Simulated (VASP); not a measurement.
# TaN in VASP: notebook

TaN is run at these levels: PBE; tasks: single point.

All numbers are computed with VASP 6.6.1; they aren't measurements. Logs are shortened: lines on timing, memory, paths and dates and some standing lists are left out, and cuts for length are marked.

### 1 The cell of the first run

Symmetry: I4/mmm, No. 139, tetragonal system. The conventional cell has a = 3.082 Å, b = 3.082 Å, c = 4.227 Å, α = 90.00°, β = 90.00°, γ = 90.00°. Within 2.8 Å of Ta (site symmetry 4/mmm) lie 6 N at 2.11 to 2.18 Å. Within 2.8 Å of N (site symmetry 4/mmm) lie 6 Ta at 2.11 to 2.18 Å.

### 2 Single point, PBE (zz strain of -3 %)

The input, INCAR:

```
PREC = Accurate ; ENCUT = 600
EDIFF = 1E-6 ; ISMEAR = -1
SIGMA = 0.02 ; LREAL = False
LASPH = True ; NELM = 120
ALGO = Normal ; ISIF = 2
LWAVE = False ; LCHARG = False
GGA = PE ; NBANDS = 15
GGA_COMPAT = False
```

The input, KPOINTS:

```
Automatic mesh
0
Gamma
  9 9 9
```

The input, POSCAR:

```
TaN
1.0
    0.0000000000      2.1790000000      2.1136300000
    2.1790000000      0.0000000000      2.1136300000
    2.1790000000      2.1790000000      0.0000000000
Ta N
1 1
Direct
    0.5000000000      0.5000000000      0.5000000000
    0.0000000000      0.0000000000      0.0000000000
```

Potentials or basis: VASP PAW PBE potentials, release 64 (Ta_pv, N).

Launch:

```console
cat potpaw_PBE.64/Ta_pv/POTCAR potpaw_PBE.64/N/POTCAR > POTCAR
mpirun -np 1 vasp_std > vasp.out
```

OUTCAR:

```text
PREC = Accurate
   ENCUT = 600
   EDIFF = 1E-6
   ISMEAR = -1
   LREAL = False
   LASPH = True
   NELM = 120
   ISIF = 2
   GGA = PE

 ion  position               nearest neighbor table
   1  0.500  0.500  0.500-   2 2.11   2 2.11   2 2.18   2 2.18   2 2.18   2 2.18
   2  0.000  0.000  0.000-   1 2.11   1 2.11   1 2.18   1 2.18   1 2.18   1 2.18

  LATTYP: Found a body centered tetragonal cell.
 ALAT       =     3.0815713524
 C/A-ratio  =     1.3717871555

  Lattice vectors:

 A1 = (   0.0000000000,  -2.1790000000,  -2.1136300000)
 A2 = (   0.0000000000,   2.1790000000,  -2.1136300000)
 A3 = (   2.1790000000,   0.0000000000,   2.1136300000)

Analysis of symmetry for initial positions (statically):
=====================================================================
 Subroutine PRICEL returns:
 Original cell was already a primitive cell.

 Routine SETGRP: Setting up the symmetry group for a
 body centered tetragonal supercell.

 Subroutine GETGRP returns: Found 16 space group operations
 (whereof 16 operations were pure point group operations)
 out of a pool of 16 trial point group operations.

The static configuration has the point symmetry D_4h.

Analysis of symmetry for dynamics (positions and initial velocities):
=====================================================================
 Subroutine PRICEL returns:
 Original cell was already a primitive cell.

 Routine SETGRP: Setting up the symmetry group for a
 body centered tetragonal supercell.

 Subroutine GETGRP returns: Found 16 space group operations
 (whereof 16 operations were pure point group operations)
 out of a pool of 16 trial point group operations.

The dynamic configuration has the point symmetry D_4h.

 Subroutine INISYM returns: Found 16 space group operations
 (whereof 16 operations are pure point group operations),
 and found     1 'primitive' translations

----------------------------------------------------------------------------------------

                                     Primitive cell

  volume of cell :      20.0712

  direct lattice vectors                    reciprocal lattice vectors
     0.000000000  2.179000000  2.113630000    -0.229463056  0.229463056  0.236559852
     2.179000000  0.000000000  2.113630000     0.229463056 -0.229463056  0.236559852
     2.179000000  2.179000000  0.000000000     0.229463056  0.229463056 -0.236559852

  length of vectors
     3.035699718  3.035699718  3.081571352     0.401580816  0.401580816  0.401580816

  position of ions in fractional coordinates (direct lattice)
     0.500000000  0.500000000  0.500000000
[... 83 lines left out ...]
   NFREE  =      0    steps in history (QN), initial steepest desc. (CG)
   ISIF   =      2    stress and relaxation
   ISYM   =      2    0-nonsym 1-usesym 2-fastsym
   POTIM  = 0.5000    time-step for ionic-motion
   TEBEG  =    0.0;   TEEND  =   0.0 temperature during run
   PSTRESS=    0.0 pullay stress
   NELECT =      16.0000    total number of electrons
   NUPDOWN=      -1.0000    fix difference up-down
   EMIN   =  10.00;   EMAX   =-10.00  energy-range for DOS
   EFERMI =   0.00;   METHOD = LEGACY
   ISMEAR =    -1;   SIGMA  =   0.02  broadening in eV -4-tet -1-fermi 0-gaus
   EFERMI_NEDOS =   21; number of points for ismear=-14 and -15
   IALGO  =     38    algorithm
   IMIX   =      4    mixing-type and parameters
     AMIX     =   0.40;   BMIX     =  1.00
     AMIX_MAG =   1.60;   BMIX_MAG =  1.00
  volume/ion in A,a.u.               =      10.04        67.72
  Fermi-wavevector in a.u.,A,eV,Ry     =   1.517948  2.868507 31.350101  2.304167
  Thomas-Fermi vector in A             =   2.627135
   LORBIT       =      0    0 simple, 1 ext, 2 COOP (PROOUT), +10 PAW based schemes
   GGA     = PE    functional components
   LHFCALC =     F    Hartree Fock is set to
   AEXX    =    0.0000 exact exchange contribution
   IVDW    =     0    specifies the selected vdW correction
   LEPSILON=     F    determine dielectric tensor
   LRPA    =     F    only Hartree local field effects (RPA)
 non-spin polarized calculation
  energy-cutoff  :      600.00
  volume of cell :       20.07
 maximum number of plane-waves:       681
   NGX = 13   NGY = 13   NGZ = 13

 number of electron      15.9999999 magnetization

 Free energy of the ion-electron system (eV)
  ---------------------------------------------------
  ext. energy  EPLUGINS =         0.00000000
  ---------------------------------------------------
  free energy    TOTEN  =       -21.67077556 eV

  energy without entropy =      -21.67016714  energy(sigma->0) =      -21.67047135

 E-fermi :  10.1127     XC(G=0): -13.7589

 val. band max:       10.0630577804   @ k =   0.2222  -0.0000   0.1111
 cond. band min:      10.1324587119   @ k =  -0.2222   0.0000   0.2222
 fundamental gap:      0.0694009314
 Fermi energy:        10.1126777885

 k-point     1 :       0.0000    0.0000    0.0000
  band No.  band energies     occupation
      1     -25.4516      2.00000
      2     -25.4516      2.00000
      3     -25.4211      2.00000
      4      -9.1398      2.00000
      5       6.1531      2.00000
      6       6.1531      2.00000
      7       6.3392      2.00000
      8       7.8270      2.00000
      9       7.8270      2.00000
     10       8.1981      2.00000
     11      10.0571      1.88278
     12      10.3216      0.00006
     13      12.4777      0.00000
     14      19.6521      0.00000
[... 401 lines left out ...]
      2     -25.8216      2.00000
      3     -25.8216      2.00000
      4      -7.8008      2.00000
      5       3.3997      2.00000
      6       4.3695      2.00000
      7       5.2735      2.00000
      8       5.2735      2.00000
      9      12.4527      0.00000
     10      14.0839      0.00000
     11      14.0839      0.00000
     12      15.1958      0.00000
     13      18.3441      0.00000
     14      19.8696      0.00000
     15      22.7339      0.00000

 [... further k-points ...]
[... 5 lines left out ...]
  --------------------------------------------------------------------------------------
  -------------------------------------------------------------------------------------
  Total        2.5563329      2.5563329      5.8515469      0.0000000      0.0000000      0.0000000
  in kB      204.0584451    204.0584451    467.0978331      0.0000000      0.0000000      0.0000000
  external PRESSURE =     291.7382411 kB  Pullay stress =       0.0000000 kB

 VOLUME and BASIS-vectors are now :
 -----------------------------------------------------------------------------
  energy-cutoff  :      600.00
  volume of cell :       20.07
      direct lattice vectors                 reciprocal lattice vectors
     0.000000000  2.179000000  2.113630000    -0.229463056  0.229463056  0.236559852
     2.179000000  0.000000000  2.113630000     0.229463056 -0.229463056  0.236559852
     2.179000000  2.179000000  0.000000000     0.229463056  0.229463056 -0.236559852

 POSITION                                       TOTAL-FORCE (eV/Angst)
 -----------------------------------------------------------------------------------
      2.17900      2.17900      2.11363         0.000000     -0.000000      0.000000
      0.00000      0.00000      0.00000        -0.000000      0.000000      0.000000
 -----------------------------------------------------------------------------------
    total drift:                                0.000000     -0.000000     -0.000000

  FREE ENERGIE OF THE ION-ELECTRON SYSTEM (eV)
  ---------------------------------------------------
  free  energy   TOTEN  =       -21.6707755616 eV

  energy  without entropy=      -21.6701671403  energy(sigma->0) =      -21.67047135
```

Wall time 9.9 s (1 thread of Intel Xeon 6975P-C (Granite Rapids), shared host); peak memory 0.16 GiB.

Results:

* Free energy: -21.6708 eV
* Pressure: 29.2 GPa
* Band gap on the k mesh: zero (band 8 reaches 11.86 eV, above the bottom of band 9 at 7.83 eV)

Caveat: the cell differs from its parent crystal (zz strain of -3 %); spin-orbit coupling is left out, which moves the levels of the heavy elements.

### 3 Single point, PBE (zz strain of -1 %)

The input, INCAR:

```
PREC = Accurate ; ENCUT = 600
EDIFF = 1E-6 ; ISMEAR = -1
SIGMA = 0.02 ; LREAL = F
LASPH = T ; NELM = 120
ALGO = Normal ; ISIF = 2
LWAVE = F ; LCHARG = F
GGA = PE ; NBANDS = 15
GGA_COMPAT = F
```

KPOINTS is that of step 2.

The input, POSCAR:

```
TaN
1.0
    0.0000000000      2.1790000000      2.1572100000
    2.1790000000      0.0000000000      2.1572100000
    2.1790000000      2.1790000000      0.0000000000
Ta N
1 1
Direct
    0.5000000000      0.5000000000      0.5000000000
    0.0000000000      0.0000000000      0.0000000000
```

Potentials or basis: VASP PAW PBE potentials, release 64 (Ta_pv, N).

Launch:

```console
cat potpaw_PBE.64/Ta_pv/POTCAR potpaw_PBE.64/N/POTCAR > POTCAR
mpirun -np 1 vasp_std > vasp.out
```

OUTCAR:

```text
PREC = Accurate
   ENCUT = 600
   EDIFF = 1E-6
   ISMEAR = -1
   LREAL = F
   LASPH = T
   NELM = 120
   ISIF = 2
   GGA = PE

 ion  position               nearest neighbor table
   1  0.500  0.500  0.500-   2 2.16   2 2.16   2 2.18   2 2.18   2 2.18   2 2.18
   2  0.000  0.000  0.000-   1 2.16   1 2.16   1 2.18   1 2.18   1 2.18   1 2.18

  LATTYP: Found a body centered tetragonal cell.
 ALAT       =     3.0815713524
 C/A-ratio  =     1.4000714267

  Lattice vectors:

 A1 = (   0.0000000000,  -2.1790000000,  -2.1572100000)
 A2 = (   0.0000000000,   2.1790000000,  -2.1572100000)
 A3 = (   2.1790000000,   0.0000000000,   2.1572100000)

Analysis of symmetry for initial positions (statically):
=====================================================================
 Subroutine PRICEL returns:
 Original cell was already a primitive cell.

 Routine SETGRP: Setting up the symmetry group for a
 body centered tetragonal supercell.

 Subroutine GETGRP returns: Found 16 space group operations
 (whereof 16 operations were pure point group operations)
 out of a pool of 16 trial point group operations.

The static configuration has the point symmetry D_4h.

Analysis of symmetry for dynamics (positions and initial velocities):
=====================================================================
 Subroutine PRICEL returns:
 Original cell was already a primitive cell.

 Routine SETGRP: Setting up the symmetry group for a
 body centered tetragonal supercell.

 Subroutine GETGRP returns: Found 16 space group operations
 (whereof 16 operations were pure point group operations)
 out of a pool of 16 trial point group operations.

The dynamic configuration has the point symmetry D_4h.

 Subroutine INISYM returns: Found 16 space group operations
 (whereof 16 operations are pure point group operations),
 and found     1 'primitive' translations

[... 115 lines left out ...]
  volume/ion in A,a.u.               =      10.24        69.12
  Fermi-wavevector in a.u.,A,eV,Ry     =   1.507657  2.849059 30.926443  2.273029
  Thomas-Fermi vector in A             =   2.618214
   LORBIT       =      0    0 simple, 1 ext, 2 COOP (PROOUT), +10 PAW based schemes
   GGA     = PE    functional components
   LHFCALC =     F    Hartree Fock is set to
   AEXX    =    0.0000 exact exchange contribution
   IVDW    =     0    specifies the selected vdW correction
   LEPSILON=     F    determine dielectric tensor
   LRPA    =     F    only Hartree local field effects (RPA)
 non-spin polarized calculation
  energy-cutoff  :      600.00
  volume of cell :       20.49
 maximum number of plane-waves:       693
   NGX = 13   NGY = 13   NGZ = 13

 number of electron      16.0000000 magnetization

 Free energy of the ion-electron system (eV)
  ---------------------------------------------------
  ext. energy  EPLUGINS =         0.00000000
  ---------------------------------------------------
  free energy    TOTEN  =       -21.76223233 eV

  energy without entropy =      -21.76090247  energy(sigma->0) =      -21.76156740

 E-fermi :   9.8715     XC(G=0): -13.6465

 val. band max:        9.8643385202   @ k =  -0.2222   0.2222   0.0000
 cond. band min:       9.8927730545   @ k =   0.2222  -0.0000   0.1111
 fundamental gap:      0.0284345343
 Fermi energy:         9.8715403086

 k-point     1 :       0.0000    0.0000    0.0000
  band No.  band energies     occupation
      1     -25.7374      2.00000
      2     -25.7374      2.00000
      3     -25.7236      2.00000
      4      -9.2013      2.00000
      5       6.0207      2.00000
      6       6.0207      2.00000
      7       6.0753      2.00000
      8       7.7235      2.00000
      9       7.7235      2.00000
     10       7.8429      2.00000
     11       9.9694      0.01492
     12      10.0988      0.00002
     13      11.8481      0.00000
     14      19.3951      0.00000
[... 401 lines left out ...]
      2     -26.0613      2.00000
      3     -26.0613      2.00000
      4      -7.8829      2.00000
      5       3.0580      2.00000
      6       4.3054      2.00000
      7       5.1682      2.00000
      8       5.1682      2.00000
      9      12.1335      0.00000
     10      13.6945      0.00000
     11      13.6945      0.00000
     12      14.7520      0.00000
     13      17.6549      0.00000
     14      19.4672      0.00000
     15      22.4279      0.00000

 [... further k-points ...]
[... 5 lines left out ...]
  --------------------------------------------------------------------------------------
  -------------------------------------------------------------------------------------
  Total        2.1265124      2.1265124      3.2332783      0.0000000     -0.0000000      0.0000000
  in kB      166.3189060    166.3189060    252.8813424      0.0000000     -0.0000000      0.0000000
  external PRESSURE =     195.1730515 kB  Pullay stress =       0.0000000 kB

 VOLUME and BASIS-vectors are now :
 -----------------------------------------------------------------------------
  energy-cutoff  :      600.00
  volume of cell :       20.49
      direct lattice vectors                 reciprocal lattice vectors
     0.000000000  2.179000000  2.157210000    -0.229463056  0.229463056  0.231780865
     2.179000000  0.000000000  2.157210000     0.229463056 -0.229463056  0.231780865
     2.179000000  2.179000000  0.000000000     0.229463056  0.229463056 -0.231780865

 POSITION                                       TOTAL-FORCE (eV/Angst)
 -----------------------------------------------------------------------------------
      2.17900      2.17900      2.15721         0.000000     -0.000000      0.000000
      0.00000      0.00000      0.00000        -0.000000      0.000000     -0.000000
 -----------------------------------------------------------------------------------
    total drift:                                0.000000     -0.000000     -0.000000

  FREE ENERGIE OF THE ION-ELECTRON SYSTEM (eV)
  ---------------------------------------------------
  free  energy   TOTEN  =       -21.7622323318 eV

  energy  without entropy=      -21.7609024697  energy(sigma->0) =      -21.76156740
```

Run time: 10 s. Hardware: 1 thread of Intel Xeon 6975P-C (Granite Rapids), shared host; peak memory 0.16 GiB.

What came out:

- Free energy: -21.7622 eV
- Pressure: 19.5 GPa
- Band gap on the k mesh: zero (band 8 reaches 11.61 eV, above the bottom of band 9 at 7.72 eV)

Levels at points of the mesh, in eV from the Fermi level:
| k point | band 4 | band 5 | band 6 | band 7 | band 8 | band 9 | band 10 | band 11 | band 12 | band 13 |
| --- | --- | --- | --- | --- | --- | --- | --- | --- | --- | --- |
| (0.00, 0.00, 0.00) | -19.07 | -3.85 | -3.85 | -3.80 | -2.15 | -2.15 | -2.03 | 0.10 | 0.23 | 1.98 |

Caveat: the cell differs from its parent crystal (zz strain of -1 %); spin-orbit coupling is left out, which moves the levels of the heavy elements.

### 4 Single point, PBE (zz strain of +2 %)

The input, INCAR:

```
SYSTEM = TaN
PREC     = Accurate       ! precision mode
ENCUT    = 600            ! plane-wave cutoff, eV
EDIFF    = 1E-6           ! SCF threshold, eV
ISMEAR   = -1             ! smearing method
SIGMA    = 0.02           ! smearing width, eV
LREAL    = .False.        ! projectors in reciprocal space
LASPH    = .True.         ! aspherical terms in the spheres
NELM     = 120            ! most SCF steps
ALGO     = Normal         ! electronic algorithm
ISIF     = 2              ! what is computed and relaxed
LWAVE    = .False.        ! write WAVECAR
LCHARG   = .False.        ! write CHGCAR
GGA      = PE             ! functional
NBANDS   = 15             ! bands
GGA_COMPAT= .False.
```

The input, KPOINTS:

```
regular mesh
0
Gamma
  9 9 9
  0 0 0
```

The input, POSCAR:

```
TaN
1.0
    0.0000000000      2.1790000000      2.2225800000
    2.1790000000      0.0000000000      2.2225800000
    2.1790000000      2.1790000000      0.0000000000
Ta N
1 1
Direct
    0.5000000000      0.5000000000      0.5000000000
    0.0000000000      0.0000000000      0.0000000000
```

Launch:

```console
cat potpaw_PBE.64/Ta_pv/POTCAR potpaw_PBE.64/N/POTCAR > POTCAR
mpirun -np 1 vasp_std > vasp.out
```

Wall time 14 s (1 thread of Intel Xeon 6975P-C (Granite Rapids), shared host); peak memory 0.18 GiB.

It converged, with:

```yaml
Free_energy: -21.8063 eV
Pressure: 8.1 GPa
Band_gap_on_the_k_mesh: zero (band 8 reaches 11.19 eV, above the bottom of band 9 at 7.59 eV)
```

Stress tensor (GPa, compression positive):
```
12.68  0.00  0.00
 0.00 12.68  0.00
 0.00  0.00 -1.00
```

Levels at points of the mesh, in eV from the Fermi level:
| k point | band 6 | band 7 | band 8 | band 9 | band 10 | band 11 |
| --- | --- | --- | --- | --- | --- | --- |
| (0.00, 0.00, 0.00) | -3.72 | -3.72 | -2.18 | -1.94 | -1.94 | -0.05 |

Caveat: the cell differs from its parent crystal (zz strain of +2 %); spin-orbit coupling is left out, which moves the levels of the heavy elements.

(Continued in part 2 of 2.)
